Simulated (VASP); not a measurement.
# MoS2 (P6_3/mmc) in VASP: a series of runs

MoS2 is run at these levels: revPBE+D4, BLYP, PBE; tasks: relaxation of cell and atoms.

All numbers are computed with VASP 6.6.1; they aren't measurements. Logs are shortened: lines on timing, memory, paths and dates and some standing lists are left out, and cuts for length are marked.

## (1) The cell of the first run

The structure is hexagonal, space group P6_3/mmc (No. 194). The conventional cell has a = 3.169 Å, b = 3.169 Å, c = 12.324 Å, α = 90.00°, β = 90.00°, γ = 120.00°. Mo (site symmetry -6m2) has 6 S at 2.41 Å and 6 Mo at 3.17 Å within 3.2 Å. S (site symmetry 3m) has 3 Mo at 2.41 Å and 7 S at 3.13 to 3.17 Å within 3.2 Å.

## (2) Relaxation of cell and atoms, revPBE+D4

Input file INCAR:

```
  PREC = Accurate
  ENCUT = 600
  EDIFF = 1E-7
  ISMEAR = -1
  SIGMA = 0.05
  LREAL = False
  LASPH = True
  NELM = 60
  ALGO = Normal
  ISIF = 3
  LWAVE = False
  LCHARG = False
  GGA = RE
  IVDW = 13
  IBRION = 2
  NSW = 60
  EDIFFG = -0.01
```

Input file KPOINTS:

```
Automatic mesh
0
Gamma
  10 10 3
```

Input file POSCAR:

```
MoS2
1.0
    3.1690000000      0.0000000000      0.0000000000
   -1.5845000000      2.7444345046      0.0000000000
    0.0000000000      0.0000000000     12.3240000000
Mo S
2 4
Direct
    0.6666666667      0.3333333333      0.7500000000
    0.3333333333      0.6666666667      0.2500000000
    0.6666666667      0.3333333333      0.3770000000
    0.3333333333      0.6666666667      0.8770000000
    0.6666666667      0.3333333333      0.1230000000
    0.3333333333      0.6666666667      0.6230000000
```

Potentials or basis: VASP PAW PBE potentials, release 64 (Mo_sv, S).

Launch:

```sh
> cat potpaw_PBE.64/Mo_sv/POTCAR potpaw_PBE.64/S/POTCAR > POTCAR
> mpirun -np 1 vasp_std > vasp.out
```

OUTCAR:

```text
PREC = Accurate
   ENCUT = 600
   EDIFF = 1E-7
   ISMEAR = -1
   LREAL = False
   LASPH = True
   NELM = 60
   ISIF = 3
   GGA = RE
   IVDW = 13
   IBRION = 2
   NSW = 60
   EDIFFG = -0.01

 ion  position               nearest neighbor table
   1  0.667  0.333  0.750-   4 2.41   6 2.41   4 2.41   6 2.41   4 2.41   6 2.41
   2  0.333  0.667  0.250-   3 2.41   5 2.41   3 2.41   5 2.41   3 2.41   5 2.41
   3  0.667  0.333  0.377-   2 2.41   2 2.41   2 2.41
   4  0.333  0.667  0.877-   1 2.41   1 2.41   1 2.41
   5  0.667  0.333  0.123-   2 2.41   2 2.41   2 2.41
   6  0.333  0.667  0.623-   1 2.41   1 2.41   1 2.41

  LATTYP: Found a hexagonal cell.
 ALAT       =     3.1690000000
 C/A-ratio  =     3.8889239508

  Lattice vectors:

 A1 = (   3.1690000000,   0.0000000000,   0.0000000000)
 A2 = (  -1.5845000000,   2.7444345046,   0.0000000000)
 A3 = (   0.0000000000,   0.0000000000,  12.3240000000)

Analysis of symmetry for initial positions (statically):
=====================================================================
 Subroutine PRICEL returns:
 Original cell was already a primitive cell.

 Routine SETGRP: Setting up the symmetry group for a
 hexagonal supercell.

 Subroutine GETGRP returns: Found 24 space group operations
 (whereof 12 operations were pure point group operations)
 out of a pool of 24 trial point group operations.

The static configuration has the point symmetry D_3d.
 The point group associated with its full space group is D_6h.

Analysis of symmetry for dynamics (positions and initial velocities):
=====================================================================
 Subroutine PRICEL returns:
 Original cell was already a primitive cell.

 Routine SETGRP: Setting up the symmetry group for a
 hexagonal supercell.

 Subroutine GETGRP returns: Found 24 space group operations
 (whereof 12 operations were pure point group operations)
 out of a pool of 24 trial point group operations.

The dynamic configuration has the point symmetry D_3d.
 The point group associated with its full space group is D_6h.

 Subroutine INISYM returns: Found 24 space group operations
 (whereof 12 operations are pure point group operations),
 and found     1 'primitive' translations

----------------------------------------------------------------------------------------

                                     Primitive cell

  volume of cell :     107.1832

  direct lattice vectors                    reciprocal lattice vectors
     3.169000000  0.000000000  0.000000000     0.315556958  0.182186895  0.000000000
    -1.584500000  2.744434505  0.000000000     0.000000000  0.364373789  0.000000000
     0.000000000  0.000000000 12.324000000     0.000000000  0.000000000  0.081142486

  length of vectors
     3.169000000  3.169000000 12.324000000     0.364373789  0.364373789  0.081142486

  position of ions in fractional coordinates (direct lattice)
     0.666666667  0.333333333  0.750000000
     0.333333333  0.666666667  0.250000000
     0.666666667  0.333333333  0.377000000
     0.333333333  0.666666667  0.877000000
     0.666666667  0.333333333  0.123000000
     0.333333333  0.666666667  0.623000000

  ion indices of the primitive-cell ions
   primitive index   ion index
                 1           1
                 2           2
                 3           3
                 4           4
                 5           5
                 6           6

----------------------------------------------------------------------------------------

 KPOINTS: Automatic mesh

Automatic generation of k-mesh.
 Grid dimensions read from file:
 generate k-points for:   10   10    3

 Generating k-lattice:

  Cartesian coordinates                     Fractional coordinates (reciprocal lattice)
     0.031555696  0.018218689  0.000000000     0.100000000 -0.000000000  0.000000000
     0.000000000  0.036437379  0.000000000     0.000000000  0.100000000  0.000000000
     0.000000000  0.000000000  0.027047495     0.000000000  0.000000000  0.333333333

  Length of vectors
     0.036437379  0.036437379  0.027047495

  Shift w.r.t. Gamma in fractional coordinates (k-lattice)
     0.000000000  0.000000000  0.000000000

 Subroutine IBZKPT returns following result:
 ===========================================

 Found     28 irreducible k-points:

 Following reciprocal coordinates:
            Coordinates               Weight
  0.000000  0.000000  0.000000      1.000000
  0.100000 -0.000000  0.000000      6.000000
  0.200000 -0.000000  0.000000      6.000000
  0.300000  0.000000  0.000000      6.000000
  0.400000 -0.000000  0.000000      6.000000
  0.500000  0.000000  0.000000      3.000000
[... 16 lines left out ...]
  0.300000  0.100000  0.333333     24.000000
  0.400000  0.100000  0.333333     24.000000
 [... further k-points ...]
   k-points           NKPTS =     28   k-points in BZ     NKDIM =     28   number of bands    NBANDS=     31
   number of dos      NEDOS =    301   number of ions     NIONS =      6
   total plane-waves  NPLWV =  76832
   dimension x,y,z NGX =    28 NGY =   28 NGZ =   98
   dimension x,y,z NGXF=    56 NGYF=   56 NGZF=  196
   ions per type =               2   4
   NGX,Y,Z   is equivalent  to a cutoff of  14.69, 14.69, 13.22 a.u.
   NGXF,Y,Z  is equivalent  to a cutoff of  29.38, 29.38, 26.44 a.u.
 SYSTEM =  unknown system
   PREC   = accura    normal or accurate (medium, high low for compatibility)
   ISTART =      0    job   : 0-new  1-cont  2-samecut
   ICHARG =      2    charge: 1-file 2-atom 10-const
   ISPIN  =      1    spin polarized calculation?
   LNONCOLLINEAR =      F non collinear calculations
   LSORBIT =      F    spin-orbit coupling
   LASPH  =      T    aspherical Exc in radial PAW
   ENCUT  =  600.0 eV  44.10 Ry    6.64 a.u.   6.33  6.33 24.61*2*pi/ulx,y,z
   NELM   =     60;   NELMIN=  2; NELMDL= -5     # of ELM steps
   EDIFF  = 0.1E-06   stopping-criterion for ELM
   LREAL  =      F    real-space projection
   EDIFFG = -.1E-01   stopping-criterion for IOM
   NSW    =     60    number of steps for IOM
   IBRION =      2    ionic relax: 0-MD 1-quasi-New 2-CG
   NFREE  =      1    steps in history (QN), initial steepest desc. (CG)
   ISIF   =      3    stress and relaxation
   ISYM   =      2    0-nonsym 1-usesym 2-fastsym
   POTIM  = 0.5000    time-step for ionic-motion
   TEBEG  =    0.0;   TEEND  =   0.0 temperature during run
   PSTRESS=    0.0 pullay stress
   NELECT =      52.0000    total number of electrons
   NUPDOWN=      -1.0000    fix difference up-down
   EMIN   =  10.00;   EMAX   =-10.00  energy-range for DOS
   EFERMI =   0.00;   METHOD = LEGACY
   ISMEAR =    -1;   SIGMA  =   0.05  broadening in eV -4-tet -1-fermi 0-gaus
   EFERMI_NEDOS =   21; number of points for ismear=-14 and -15
   IALGO  =     38    algorithm
   IMIX   =      4    mixing-type and parameters
     AMIX     =   0.40;   BMIX     =  1.00
     AMIX_MAG =   1.60;   BMIX_MAG =  1.00
  volume/ion in A,a.u.               =      17.86       120.55
  Fermi-wavevector in a.u.,A,eV,Ry     =   1.286373  2.430893 22.514325  1.654756
  Thomas-Fermi vector in A             =   2.418452
   LORBIT       =      0    0 simple, 1 ext, 2 COOP (PROOUT), +10 PAW based schemes
   GGA     = RE    functional components
   LHFCALC =     F    Hartree Fock is set to
   AEXX    =    0.0000 exact exchange contribution
   IVDW    =    13    specifies the selected vdW correction
   LEPSILON=     F    determine dielectric tensor
   LRPA    =     F    only Hartree local field effects (RPA)
 conjugate gradient relaxation of ions
 non-spin polarized calculation
  energy-cutoff  :      600.00
  volume of cell :      107.18
 maximum number of plane-waves:      3613
 NGX is ok and might be reduce to    28
   NGX = 13   NGY = 13   NGZ = 49

--------------------------------------- Ionic step        1  -------------------------------------------

 number of electron      52.0000000 magnetization

 Free energy of the ion-electron system (eV)
  ---------------------------------------------------
  ext. energy  EPLUGINS =         0.00000000
  ---------------------------------------------------
  free energy    TOTEN  =       -41.39860816 eV

  energy without entropy =      -41.39860661  energy(sigma->0) =      -41.39860739

------------------------ aborting loop because EDIFF is reached ----------------------------------------

  DFT-D4 for vdW energy calculation

  Edisp (eV):   -4.67675

  FORCE on cell =-STRESS in cart. coord.  units (eV):
  Direction    XX          YY          ZZ          XY          YZ          ZX
  --------------------------------------------------------------------------------------
  -------------------------------------------------------------------------------------
  Total      -2.28320    -2.28320    -2.16572    -0.00000     0.00000    -0.00000
  in kB     -34.12927   -34.12927   -32.37324    -0.00000     0.00000    -0.00000
  external pressure =      -33.54 kB  Pullay stress =        0.00 kB
[... 109 lines left out ...]
  FREE ENERGIE OF THE ION-ELECTRON SYSTEM (eV)
  ---------------------------------------------------
  free  energy   TOTEN  =       -46.0996258816 eV

  energy  without entropy=      -46.0996242065  energy(sigma->0) =      -46.09962504

[... ionic steps 4 to 15 ...]

--------------------------------------- Ionic step       16  -------------------------------------------

 number of electron      51.9999996 magnetization

------------------------ aborting loop because EDIFF is reached ----------------------------------------

  DFT-D4 for vdW energy calculation

  Edisp (eV):   -4.99218
[... 77 lines left out ...]
  energy  without entropy=      -46.1446109566  energy(sigma->0) =      -46.14461741

--------------------------------------- Ionic step       18  -------------------------------------------

 number of electron      51.9999996 magnetization

 Free energy of the ion-electron system (eV)
  ---------------------------------------------------
  ext. energy  EPLUGINS =         0.00000000
  ---------------------------------------------------
  free energy    TOTEN  =       -41.15357912 eV

  energy without entropy =      -41.15356639  energy(sigma->0) =      -41.15357276

 E-fermi :   8.8357     XC(G=0): -11.1304

 val. band max:        8.5181041771   @ k =   0.0000   0.0000   0.0000
 cond. band min:       9.2456542728   @ k =   0.2000   0.2000   0.0000
 fundamental gap:      0.7275500957
 Fermi energy:         8.8356801451

 k-point     1 :       0.0000    0.0000    0.0000
  band No.  band energies     occupation
      1     -53.0969      2.00000
      2     -53.0969      2.00000
      3     -27.2688      2.00000
      4     -27.2685      2.00000
      5     -27.0155      2.00000
      6     -27.0155      2.00000
[... 805 lines left out ...]
     30      10.7066      0.00000
     31      11.3832      0.00000

 [... further k-points ...]

------------------------ aborting loop because EDIFF is reached ----------------------------------------

  DFT-D4 for vdW energy calculation

  Edisp (eV):   -4.99107

  FORCE on cell =-STRESS in cart. coord.  units (eV):
  Direction    XX          YY          ZZ          XY          YZ          ZX
  --------------------------------------------------------------------------------------
  -------------------------------------------------------------------------------------
  Total       0.02244     0.02244    -0.01702     0.00000     0.00000    -0.00000
  in kB       0.35737     0.35737    -0.27113     0.00000     0.00000    -0.00000
  external pressure =        0.15 kB  Pullay stress =        0.00 kB
[... 21 lines left out ...]
  FREE ENERGIE OF THE ION-ELECTRON SYSTEM (eV)
  ---------------------------------------------------
  free  energy   TOTEN  =       -46.1446460779 eV

  energy  without entropy=      -46.1446333508  energy(sigma->0) =      -46.14463971

 reached required accuracy - stopping structural energy minimisation
```

It took 17 min on 1 thread of Intel Xeon Platinum 8488C (Sapphire Rapids), shared host; peak memory 0.32 GiB.

What came out:

```
Free energy                           : -46.1446 eV
Relaxed volume                        : 16.77 Å³/atom
Relaxed cell                          : a = 3.136 Å, b = 3.136 Å, c = 11.811 Å, α = 90.00°, β = 90.00°, γ = 120.00°
Space group after relaxing (to 0.1 Å) : P6_3/mmc (No. 194)
Energy gained by relaxing             : 11.5 meV/atom
Ionic steps                           : 18
Pressure after relaxing               : 0.0 GPa
Largest force after relaxing          : 0.007 eV/Å
Band gap on the k mesh                : 0.73 eV (least direct gap 1.92 eV)
Dispersion energy per atom            : -0.832 eV
```

Forces in eV/Å, atoms in the order of the input:
```
Mo   0.000  0.000  0.000
Mo   0.000  0.000  0.000
S    0.000  0.000 -0.007
S    0.000  0.000 -0.007
S    0.000  0.000  0.007
S    0.000  0.000  0.007
```

Step by step:
```tsv
step	energy change (eV)	largest force (eV/Å)	pressure (GPa)	volume (Å³)
1	0.0000	0.0653	-3.35	107.18
2	0.0384	0.9234	5.69	101.49
3	-0.0243	0.2968	-0.13	104.95
4	-0.0361	0.1564	-0.10	104.08
5	-0.0386	0.0884	-0.08	103.66
6	-0.0371	0.0462	-0.02	102.81
7	-0.0390	0.0529	-0.07	103.43
8	-0.0491	0.0495	0.00	102.79
9	-0.0675	0.0351	0.35	100.86
10	-0.0688	0.0249	0.51	100.18
11	-0.0688	0.0276	0.47	100.33
12	-0.0672	0.1234	-1.03	101.12
13	-0.0692	0.0221	-0.02	100.59
14	-0.0692	0.0203	-0.02	100.58
15	-0.0692	0.0182	0.00	100.57
16	-0.0692	0.0192	0.01	100.57
17	-0.0693	0.0062	0.03	100.62
18	-0.0693	0.0065	0.01	100.60
```

Final structure:
```xyz
6
Lattice="3.1360 0.0000 0.0000 -1.5680 2.7158 0.0000 0.0000 0.0000 11.8114" Properties=species:S:1:pos:R:3 pbc="T T T"
Mo    1.5680    0.9053    8.8585
Mo    0.0000    1.8106    2.9528
S     1.5680    0.9053    4.5188
S     0.0000    1.8106   10.4245
S     1.5680    0.9053    1.3869
S     0.0000    1.8106    7.2926
```

Levels at points of the mesh, in eV from the valence-band top:
| k point | band 22 | band 23 | band 24 | band 25 | band 26 | band 27 | band 28 | band 29 | band 30 | band 31 |
| --- | --- | --- | --- | --- | --- | --- | --- | --- | --- | --- |
| (0.00, 0.00, 0.00) | -2.22 | -2.22 | -1.40 | -0.99 | 0.00 | 2.02 | 2.02 | 2.07 | 2.07 | 2.12 |
| (0.50, 0.00, 0.00) | -2.63 | -1.91 | -1.62 | -1.56 | -1.41 | 1.58 | 1.65 | 1.94 | 2.31 | 2.77 |

Caveat: semilocal functionals underestimate gaps, and a narrow one can read as zero; the PAW data sets were made with another functional, which shifts forces and pressure a little. A k mesh can miss the band edges.

[end of part 1 of 2]
